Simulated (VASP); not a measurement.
Crystal: SnSe2.

```
Sn Se
1.0
     3.81100    0.00000    0.00000
    -1.90550    3.30042    0.00000
     0.00000    0.00000    6.13600
Sn Se
1 2
Direct
  0.00000 0.00000 0.00000
  0.66667 0.33333 0.75100
  0.33333 0.66667 0.24900
```

* Program: VASP 6.6.1
* Task: relaxation of cell and atoms
* Functional: PBEsol
* Dispersion: D4
* Potentials or basis: VASP PAW PBE potentials, release 64 (Sn_d, Se)
* Cutoff: 600 eV
* k mesh: 8 × 8 × 5
* Occupations: fermi-dirac, width 0.05 eV
* Spin: no spin polarisation

At the start: pressure 1.3 GPa; volume 25.73 Å³/atom.

**Question.** How do energy, volume and symmetry change on relaxing?

**Answer.** Over 12 steps the energy falls by 18.7 meV/atom and the volume is 24.47 Å³/atom (-4.9 %); space group P-3m1 (No. 164, to 0.05 Å).

Step by step:
| step | energy change (eV) | largest force (eV/Å) | pressure (GPa) | volume (Å³) |
| --- | --- | --- | --- | --- |
| 1 | 0.0000 | 0.6317 | 1.29 | 77.18 |
| 2 | -0.0177 | 0.0238 | -1.85 | 79.51 |
| 3 | -0.0222 | 0.1719 | -0.94 | 78.77 |
| 4 | -0.0318 | 0.1196 | -0.48 | 77.62 |
| 5 | -0.0339 | 0.0757 | -0.05 | 76.71 |
| 6 | -0.0383 | 0.0914 | 0.06 | 76.20 |
| 7 | -0.0479 | 0.1372 | 0.51 | 74.66 |
| 8 | -0.0454 | 0.2221 | 1.90 | 71.57 |
| 9 | -0.0506 | 0.1890 | 1.12 | 73.27 |
| 10 | -0.0528 | 0.1458 | 0.86 | 73.30 |
| 11 | -0.0561 | 0.0237 | 0.14 | 73.41 |
| 12 | -0.0562 | 0.0040 | 0.01 | 73.42 |

Final structure:
```
CELL_PARAMETERS angstrom
3.80531 0.00000 0.00000
-1.90265 3.29549 0.00000
0.00000 0.00000 5.85504
ATOMIC_POSITIONS crystal
Sn 0.00000 0.00000 0.00000
Se 0.66667 0.33333 0.72910
Se 0.33333 0.66667 0.27090
```

Caveat: the PAW data sets were made with another functional, which shifts forces and pressure a little.
